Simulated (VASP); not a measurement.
# TaN (rocksalt type) (Fm-3m) in VASP: a series of runs

The runs below take TaN (rocksalt type) through relaxation of cell and atoms, with PBE.

Everything below comes from runs of VASP 6.6.1. Logs are shortened: lines on timing, memory, paths and dates and some standing lists are left out, and cuts for length are marked.

## Step 1: The cell of the first run

Symmetry: Fm-3m, No. 225, cubic system. The conventional cell has a = 3.918 Å, b = 3.918 Å, c = 3.918 Å, α = 90.00°, β = 90.00°, γ = 90.00°. Within 2.6 Å of Ta (site symmetry m-3m) lie 6 N at 1.96 Å. Within 2.6 Å of N (site symmetry m-3m) lie 6 Ta at 1.96 Å.

## Step 2: Relaxation of cell and atoms, PBE, target pressure 260 GPa, at which the enthalpy is minimised

INCAR

```
  PREC = Accurate
  ENCUT = 600
  EDIFF = 1E-6
  ISMEAR = -1
  SIGMA = 0.1
  LREAL = F
  LASPH = T
  NELM = 100
  ALGO = Normal
  ISIF = 3
  LWAVE = F
  LCHARG = F
  GGA = PE
  IBRION = 2
  NSW = 32
  EDIFFG = -0.005
  PSTRESS = 2600.0
```

KPOINTS

```
regular mesh
0
Gamma
  17 17 17
```

POSCAR

```
TaN
1.0
    0.0000000000      1.9588730615      1.9588730615
    1.9588730615      0.0000000000      1.9588730615
    1.9588730615      1.9588730615      0.0000000000
Ta N
1 1
Direct
    0.0000000000      0.0000000000      0.0000000000
    0.5000000000      0.5000000000      0.5000000000
```

Potentials or basis: VASP PAW PBE potentials, release 64 (Ta_pv, N).

On the command line:

```
$ cat potpaw_PBE.64/Ta_pv/POTCAR potpaw_PBE.64/N/POTCAR > POTCAR
$ mpirun -np 1 vasp_std > vasp.out
```

OUTCAR:

```text
PREC = Accurate
   ENCUT = 600
   EDIFF = 1E-6
   ISMEAR = -1
   LREAL = F
   LASPH = T
   NELM = 100
   ISIF = 3
   GGA = PE
   IBRION = 2
   NSW = 32
   EDIFFG = -0.005
   PSTRESS = 2600.0

 ion  position               nearest neighbor table
   1  0.000  0.000  0.000-   2 1.96   2 1.96   2 1.96   2 1.96   2 1.96   2 1.96
   2  0.500  0.500  0.500-   1 1.96   1 1.96   1 1.96   1 1.96   1 1.96   1 1.96

  LATTYP: Found a face centered cubic cell.
 ALAT       =     3.9177461230

  Lattice vectors:

 A1 = (   0.0000000000,   1.9588730615,   1.9588730615)
 A2 = (   1.9588730615,   0.0000000000,   1.9588730615)
 A3 = (   1.9588730615,   1.9588730615,   0.0000000000)

Analysis of symmetry for initial positions (statically):
=====================================================================
 Subroutine PRICEL returns:
 Original cell was already a primitive cell.

 Routine SETGRP: Setting up the symmetry group for a
 face centered cubic supercell.

 Subroutine GETGRP returns: Found 48 space group operations
 (whereof 48 operations were pure point group operations)
 out of a pool of 48 trial point group operations.

The static configuration has the point symmetry O_h .

Analysis of symmetry for dynamics (positions and initial velocities):
=====================================================================
 Subroutine PRICEL returns:
 Original cell was already a primitive cell.

 Routine SETGRP: Setting up the symmetry group for a
 face centered cubic supercell.

 Subroutine GETGRP returns: Found 48 space group operations
 (whereof 48 operations were pure point group operations)
 out of a pool of 48 trial point group operations.

The dynamic configuration has the point symmetry O_h .

 Subroutine INISYM returns: Found 48 space group operations
 (whereof 48 operations are pure point group operations),
 and found     1 'primitive' translations

----------------------------------------------------------------------------------------

                                     Primitive cell

  volume of cell :      15.0331

  direct lattice vectors                    reciprocal lattice vectors
     0.000000000  1.958873062  1.958873062    -0.255248801  0.255248801  0.255248801
     1.958873062  0.000000000  1.958873062     0.255248801 -0.255248801  0.255248801
     1.958873062  1.958873062  0.000000000     0.255248801  0.255248801 -0.255248801

  length of vectors
     2.770264851  2.770264851  2.770264851     0.442103892  0.442103892  0.442103892

  position of ions in fractional coordinates (direct lattice)
     0.000000000  0.000000000  0.000000000
     0.500000000  0.500000000  0.500000000

  ion indices of the primitive-cell ions
   primitive index   ion index
                 1           1
                 2           2

----------------------------------------------------------------------------------------

 KPOINTS: regular mesh

Automatic generation of k-mesh.
 Grid dimensions read from file:
 generate k-points for:   17   17   17

 Generating k-lattice:

  Cartesian coordinates                     Fractional coordinates (reciprocal lattice)
    -0.015014635  0.015014635  0.015014635     0.058823529  0.000000000  0.000000000
     0.015014635 -0.015014635  0.015014635     0.000000000  0.058823529  0.000000000
     0.015014635  0.015014635 -0.015014635     0.000000000  0.000000000  0.058823529

  Length of vectors
     0.026006111  0.026006111  0.026006111

  Shift w.r.t. Gamma in fractional coordinates (k-lattice)
     0.000000000  0.000000000  0.000000000

 Subroutine IBZKPT returns following result:
 ===========================================

 Found    165 irreducible k-points:

 Following reciprocal coordinates:
            Coordinates               Weight
  0.000000  0.000000  0.000000      1.000000
  0.058824  0.000000  0.000000      8.000000
  0.117647  0.000000  0.000000      8.000000
  0.176471  0.000000  0.000000      8.000000
  0.235294  0.000000  0.000000      8.000000
  0.294118  0.000000  0.000000      8.000000
[... 16 lines left out ...]
 -0.176471  0.058824  0.000000     24.000000
 -0.117647  0.058824  0.000000     24.000000
 [... further k-points ...]
   k-points           NKPTS =    165   k-points in BZ     NKDIM =    165   number of bands    NBANDS=     12
   number of dos      NEDOS =    301   number of ions     NIONS =      2
   total plane-waves  NPLWV =  13824
   dimension x,y,z NGX =    24 NGY =   24 NGZ =   24
   dimension x,y,z NGXF=    48 NGYF=   48 NGZF=   48
   ions per type =               1   1
   NGX,Y,Z   is equivalent  to a cutoff of  14.40, 14.40, 14.40 a.u.
   NGXF,Y,Z  is equivalent  to a cutoff of  28.81, 28.81, 28.81 a.u.
 SYSTEM =  unknown system
   PREC   = accura    normal or accurate (medium, high low for compatibility)
   ISTART =      0    job   : 0-new  1-cont  2-samecut
   ICHARG =      2    charge: 1-file 2-atom 10-const
   ISPIN  =      1    spin polarized calculation?
   LNONCOLLINEAR =      F non collinear calculations
   LSORBIT =      F    spin-orbit coupling
   LASPH  =      T    aspherical Exc in radial PAW
   ENCUT  =  600.0 eV  44.10 Ry    6.64 a.u.   5.53  5.53  5.53*2*pi/ulx,y,z
   NELM   =    100;   NELMIN=  2; NELMDL= -5     # of ELM steps
   EDIFF  = 0.1E-05   stopping-criterion for ELM
   LREAL  =      F    real-space projection
   EDIFFG = -.5E-02   stopping-criterion for IOM
   NSW    =     32    number of steps for IOM
   IBRION =      2    ionic relax: 0-MD 1-quasi-New 2-CG
   NFREE  =      1    steps in history (QN), initial steepest desc. (CG)
   ISIF   =      3    stress and relaxation
   ISYM   =      2    0-nonsym 1-usesym 2-fastsym
   POTIM  = 0.5000    time-step for ionic-motion
   TEBEG  =    0.0;   TEEND  =   0.0 temperature during run
   PSTRESS= 2600.0 pullay stress
   NELECT =      16.0000    total number of electrons
   NUPDOWN=      -1.0000    fix difference up-down
   EMIN   =  10.00;   EMAX   =-10.00  energy-range for DOS
   EFERMI =   0.00;   METHOD = LEGACY
   ISMEAR =    -1;   SIGMA  =   0.10  broadening in eV -4-tet -1-fermi 0-gaus
   EFERMI_NEDOS =   21; number of points for ismear=-14 and -15
   IALGO  =     38    algorithm
   IMIX   =      4    mixing-type and parameters
     AMIX     =   0.40;   BMIX     =  1.00
     AMIX_MAG =   1.60;   BMIX_MAG =  1.00
  volume/ion in A,a.u.               =       7.52        50.72
  Fermi-wavevector in a.u.,A,eV,Ry     =   1.671470  3.158620 38.012110  2.793811
  Thomas-Fermi vector in A             =   2.756787
   LORBIT       =      0    0 simple, 1 ext, 2 COOP (PROOUT), +10 PAW based schemes
   GGA     = PE    functional components
   LHFCALC =     F    Hartree Fock is set to
   AEXX    =    0.0000 exact exchange contribution
   IVDW    =     0    specifies the selected vdW correction
   LEPSILON=     F    determine dielectric tensor
   LRPA    =     F    only Hartree local field effects (RPA)
 conjugate gradient relaxation of ions
 non-spin polarized calculation
  energy-cutoff  :      600.00
  volume of cell :       15.03
 maximum number of plane-waves:       531
 NGX is ok and might be reduce to    24
   NGX = 11   NGY = 11   NGZ = 11

--------------------------------------- Ionic step        1  -------------------------------------------

 number of electron      16.0000000 magnetization

 Free energy of the ion-electron system (eV)
  ---------------------------------------------------
  ext. energy  EPLUGINS =         0.00000000
  ---------------------------------------------------
  free energy    TOTEN  =       -17.90182637 eV

  energy without entropy =      -17.88634537  energy(sigma->0) =      -17.89408587

------------------------ aborting loop because EDIFF is reached ----------------------------------------

  FORCE on cell =-STRESS in cart. coord.  units (eV):
  Direction    XX          YY          ZZ          XY          YZ          ZX
  --------------------------------------------------------------------------------------
  -------------------------------------------------------------------------------------
  Total       24.9313318     24.9313318     24.9313318      0.0000000     -0.0000000     -0.0000000
  in kB     2657.0956182   2657.0956182   2657.0956182      0.0000000     -0.0000000     -0.0000000
  external PRESSURE =      57.0956182 kB  Pullay stress =    2600.0000000 kB

 VOLUME and BASIS-vectors are now :
 -----------------------------------------------------------------------------
  energy-cutoff  :      600.00
  volume of cell :       15.03
      direct lattice vectors                 reciprocal lattice vectors
     0.000000000  1.958873062  1.958873062    -0.255248801  0.255248801  0.255248801
     1.958873062  0.000000000  1.958873062     0.255248801 -0.255248801  0.255248801
     1.958873062  1.958873062  0.000000000     0.255248801  0.255248801 -0.255248801
[... 46 lines left out ...]
  FREE ENERGIE OF THE ION-ELECTRON SYSTEM (eV)
  ---------------------------------------------------
  free  energy   TOTEN  =       -18.7912150831 eV

  energy  without entropy=      -18.7749936991  energy(sigma->0) =      -18.78310439

  enthalpy is  TOTEN    =         6.5624140905 eV   P V=       25.3536291736

--------------------------------------- Ionic step        3  -------------------------------------------

 number of electron      15.9999999 magnetization

 Free energy of the ion-electron system (eV)
  ---------------------------------------------------
  ext. energy  EPLUGINS =         0.00000000
  ---------------------------------------------------
  free energy    TOTEN  =       -18.01220219 eV

  energy without entropy =      -17.99663961  energy(sigma->0) =      -18.00442090

 E-fermi :  13.7722     XC(G=0): -15.4343

 val. band max:       13.7377656308   @ k =  -0.2941   0.2353   0.0588
 cond. band min:      13.8445620954   @ k =  -0.2941   0.0588   0.0000
 fundamental gap:      0.1067964646
 Fermi energy:        13.7721503590

 k-point     1 :       0.0000    0.0000    0.0000
  band No.  band energies     occupation
      1     -21.2500      2.00000
      2     -21.2500      2.00000
      3     -21.2500      2.00000
      4      -7.8283      2.00000
      5       9.0562      2.00000
      6       9.0562      2.00000
      7       9.0562      2.00000
      8      10.5230      2.00000
      9      10.5230      2.00000
     10      10.5230      2.00000
     11      13.9570      0.27219
     12      13.9570      0.27219

 k-point     2 :       0.0588    0.0000    0.0000
  band No.  band energies     occupation
      1     -21.3697      2.00000
      2     -21.2577      2.00000
      3     -21.2577      2.00000
      4      -7.6501      2.00000
      5       8.4070      2.00000
      6       8.5374      2.00000
      7       8.5374      2.00000
      8      10.7548      2.00000
      9      10.7548      2.00000
     10      10.9229      2.00000
     11      14.5314      0.00101
     12      14.5314      0.00101
[... 316 lines left out ...]
 k-point    24 :      -0.1176    0.0588    0.0000
  band No.  band energies     occupation
      1     -21.8871      2.00000
      2     -21.3761      2.00000
      3     -21.2593      2.00000
      4      -6.7948      2.00000
      5       6.3875      2.00000
      6       6.7090      2.00000
      7       7.4564      2.00000
      8      11.1473      2.00000
      9      11.6036      2.00000
     10      12.3876      2.00000
     11      15.6953      0.00000
     12      17.4610      0.00000

 [... further k-points ...]

------------------------ aborting loop because EDIFF is reached ----------------------------------------

  FORCE on cell =-STRESS in cart. coord.  units (eV):
  Direction    XX          YY          ZZ          XY          YZ          ZX
  --------------------------------------------------------------------------------------
  -------------------------------------------------------------------------------------
  Total       24.4966583     24.4966583     24.4966583      0.0000000      0.0000000      0.0000000
  in kB     2599.1343786   2599.1343786   2599.1343786      0.0000000      0.0000000      0.0000000
  external PRESSURE =      -0.8656214 kB  Pullay stress =    2600.0000000 kB

 VOLUME and BASIS-vectors are now :
 -----------------------------------------------------------------------------
  energy-cutoff  :      600.00
  volume of cell :       15.10
      direct lattice vectors                 reciprocal lattice vectors
     0.000000000  1.961791728  1.961791728    -0.254869053  0.254869053  0.254869053
     1.961791728 -0.000000000  1.961791728     0.254869053 -0.254869053  0.254869053
     1.961791728  1.961791728 -0.000000000     0.254869053  0.254869053 -0.254869053

 POSITION                                       TOTAL-FORCE (eV/Angst)
 -----------------------------------------------------------------------------------
      0.00000      0.00000      0.00000         0.000000     -0.000000     -0.000000
      1.96179      1.96179      1.96179        -0.000000      0.000000      0.000000
 -----------------------------------------------------------------------------------
    total drift:                                0.000000     -0.000000     -0.000000

  FREE ENERGIE OF THE ION-ELECTRON SYSTEM (eV)
  ---------------------------------------------------
  free  energy   TOTEN  =       -18.0122021945 eV

  energy  without entropy=      -17.9966396082  energy(sigma->0) =      -18.00442090

  enthalpy is  TOTEN    =         6.4926144936 eV   P V=       24.5048166881

 reached required accuracy - stopping structural energy minimisation
```

It took 34 s on 1 thread of Intel Xeon Platinum 8488C (Sapphire Rapids), shared host; peak memory 0.18 GiB.

What came out:

- Free energy: -18.0122 eV
- Relaxed volume: 7.55 Å³/atom
- Relaxed cell: a = 2.774 Å, b = 2.774 Å, c = 2.774 Å, α = 60.00°, β = 60.00°, γ = 60.00°
- Space group after relaxing (to 0.1 Å): Fm-3m (No. 225)
- Energy change on relaxing (the run minimises the enthalpy): -55.2 meV/atom
- Ionic steps: 3
- Pressure after relaxing: 259.9 GPa
- Band gap on the k mesh: zero (bands 8 and 9 overlap by 6.34 eV)

Step by step:
| step | energy change (eV) | largest force (eV/Å) | pressure (GPa) | volume (Å³) |
| --- | --- | --- | --- | --- |
| 1 | 0.0000 | 0.0000 | 265.71 | 15.03 |
| 2 | -0.8894 | 0.0000 | 218.41 | 15.62 |
| 3 | -0.1104 | 0.0000 | 259.91 | 15.10 |

Final structure:
```cif
data_structure
_symmetry_space_group_name_H-M 'P 1'
_symmetry_Int_Tables_number 1
_cell_length_a 2.7744
_cell_length_b 2.7744
_cell_length_c 2.7744
_cell_angle_alpha 60.000
_cell_angle_beta 60.000
_cell_angle_gamma 60.000
_cell_volume 15.10
loop_
_atom_site_label
_atom_site_type_symbol
_atom_site_fract_x
_atom_site_fract_y
_atom_site_fract_z
_atom_site_occupancy
Ta1 Ta 0.00000 0.00000 0.00000 1
N1 N 0.50000 0.50000 0.50000 1
```

Levels at points of the mesh, in eV from the Fermi level:
| k point | band 5 | band 6 | band 7 | band 8 | band 9 | band 10 | band 11 | band 12 |
| --- | --- | --- | --- | --- | --- | --- | --- | --- |
| (0.00, 0.00, 0.00) | -4.72 | -4.72 | -4.72 | -3.25 | -3.25 | -3.25 | 0.18 | 0.18 |

Caveat: the cell is relaxed towards a set pressure, so the run minimises the enthalpy, not the energy; spin-orbit coupling is left out, which moves the levels of the heavy elements.

## Step 3: Relaxation of cell and atoms, PBE, target pressure 260 GPa, at which the enthalpy is minimised

This run uses another cell than the first one, of 7.54 Å³/atom.

INCAR

```
SYSTEM = TaN
PREC = Accurate
ENCUT = 600
EDIFF = 1E-6
ISMEAR = -1
SIGMA = 0.1
LREAL = .False.
LASPH = .True.
NELM = 100
ALGO = Normal
ISIF = 3
LWAVE = .False.
LCHARG = .False.
GGA = PE
IBRION = 2
NSW = 60
EDIFFG = -0.005
PSTRESS = 2600.0
```

KPOINTS

```
Automatic mesh
0
Gamma
  17 17 17
  0 0 0
```

POSCAR

```
TaN
1.0
    0.0000000000      1.9612311356      1.9612311356
    1.9612311356      0.0000000000      1.9612311356
    1.9612311356      1.9612311356      0.0000000000
Ta N
1 1
Direct
    0.0000000000      0.0000000000      0.0000000000
    0.5000000000      0.5000000000      0.5000000000
```

Potentials or basis: VASP PAW PBE potentials, release 64 (Ta_pv, N).

On the command line:

```
$ cat potpaw_PBE.64/Ta_pv/POTCAR potpaw_PBE.64/N/POTCAR > POTCAR
$ mpirun -np 1 vasp_std > vasp.out
```

OUTCAR:

```text
SYSTEM = TaN
   PREC = Accurate
   ENCUT = 600
   EDIFF = 1E-6
   ISMEAR = -1
   LREAL = .False.
   LASPH = .True.
   NELM = 100
   ISIF = 3
   GGA = PE
   IBRION = 2
   NSW = 60
   EDIFFG = -0.005
   PSTRESS = 2600.0

 ion  position               nearest neighbor table
   1  0.000  0.000  0.000-   2 1.96   2 1.96   2 1.96   2 1.96   2 1.96   2 1.96
   2  0.500  0.500  0.500-   1 1.96   1 1.96   1 1.96   1 1.96   1 1.96   1 1.96

  LATTYP: Found a face centered cubic cell.
 ALAT       =     3.9224622712

  Lattice vectors:

 A1 = (   0.0000000000,   1.9612311356,   1.9612311356)
 A2 = (   1.9612311356,   0.0000000000,   1.9612311356)
 A3 = (   1.9612311356,   1.9612311356,   0.0000000000)

Analysis of symmetry for initial positions (statically):
=====================================================================
 Subroutine PRICEL returns:
[... 269 lines left out ...]
      3     -21.2484      2.00000
      4      -7.8277      2.00000
      5       9.0573      2.00000
      6       9.0573      2.00000
      7       9.0573      2.00000
      8      10.5238      2.00000
      9      10.5238      2.00000
     10      10.5238      2.00000
     11      13.9582      0.27202
     12      13.9582      0.27202
[... 331 lines left out ...]
 k-point    24 :      -0.1176    0.0588    0.0000
  band No.  band energies     occupation
      1     -21.8858      2.00000
      2     -21.3746      2.00000
      3     -21.2578      2.00000
      4      -6.7940      2.00000
      5       6.3883      2.00000
      6       6.7098      2.00000
      7       7.4573      2.00000
      8      11.1482      2.00000
      9      11.6046      2.00000
     10      12.3886      2.00000
     11      15.6968      0.00000
     12      17.4627      0.00000

 [... further k-points ...]

------------------------ aborting loop because EDIFF is reached ----------------------------------------

  FORCE on cell =-STRESS in cart. coord.  units (eV):
  Direction    XX          YY          ZZ          XY          YZ          ZX
  --------------------------------------------------------------------------------------
  -------------------------------------------------------------------------------------
  Total       24.5046559     24.5046559     24.5046559     -0.0000000     -0.0000000     -0.0000000
  in kB     2600.1994154   2600.1994154   2600.1994154     -0.0000000     -0.0000000     -0.0000000
  external PRESSURE =       0.1994154 kB  Pullay stress =    2600.0000000 kB
[... 21 lines left out ...]
  energy  without entropy=      -17.9947093823  energy(sigma->0) =      -18.00248990

  enthalpy is  TOTEN    =         6.4925061654 eV   P V=       24.5027765757

 reached required accuracy - stopping structural energy minimisation
```

CONTCAR:

```text
TaN
   1.00000000000000
    -0.0000000000000000    1.9617372842968921    1.9617372842968921
     1.9617372842968921    0.0000000000000000    1.9617372842968921
     1.9617372842968921    1.9617372842968921    0.0000000000000000
  Ta              N
     1     1
Direct
     0.0000000000000000    0.0000000000000000    0.0000000000000000
     0.5000000000000000    0.5000000000000000    0.5000000000000000

  0.00000000E+00  0.00000000E+00  0.00000000E+00
  0.00000000E+00  0.00000000E+00  0.00000000E+00
```

Wall time 34 s (1 thread of Intel Xeon Platinum 8488C (Sapphire Rapids), shared host); peak memory 0.18 GiB.

What came out:

* Free energy: -18.0103 eV
* Relaxed volume: 7.55 Å³/atom
* Relaxed cell: a = 2.774 Å, b = 2.774 Å, c = 2.774 Å, α = 60.00°, β = 60.00°, γ = 60.00°
* Space group after relaxing (to 0.1 Å): Fm-3m (No. 225)
* Energy change on relaxing (the run minimises the enthalpy): -9.5 meV/atom
* Ionic steps: 3
* Pressure after relaxing: 260.0 GPa
* Band gap on the k mesh: zero (bands 8 and 9 overlap by 6.34 eV)

The path:
```tsv
step	energy change (eV)	largest force (eV/Å)	pressure (GPa)	volume (Å³)
1	0.0000	0.0000	261.01	15.09
2	-0.1667	0.0000	252.22	15.19
3	-0.0190	0.0000	260.02	15.10
```

Final structure:
```cif
data_structure
_symmetry_space_group_name_H-M 'P 1'
_symmetry_Int_Tables_number 1
_cell_length_a 2.7743
_cell_length_b 2.7743
_cell_length_c 2.7743
_cell_angle_alpha 60.000
_cell_angle_beta 60.000
_cell_angle_gamma 60.000
_cell_volume 15.10
loop_
_atom_site_label
_atom_site_type_symbol
_atom_site_fract_x
_atom_site_fract_y
_atom_site_fract_z
_atom_site_occupancy
Ta1 Ta 0.00000 0.00000 0.00000 1
N1 N 0.50000 0.50000 0.50000 1
```

Caveat: the cell is relaxed towards a set pressure, so the run minimises the enthalpy, not the energy; spin-orbit coupling is left out, which moves the levels of the heavy elements.
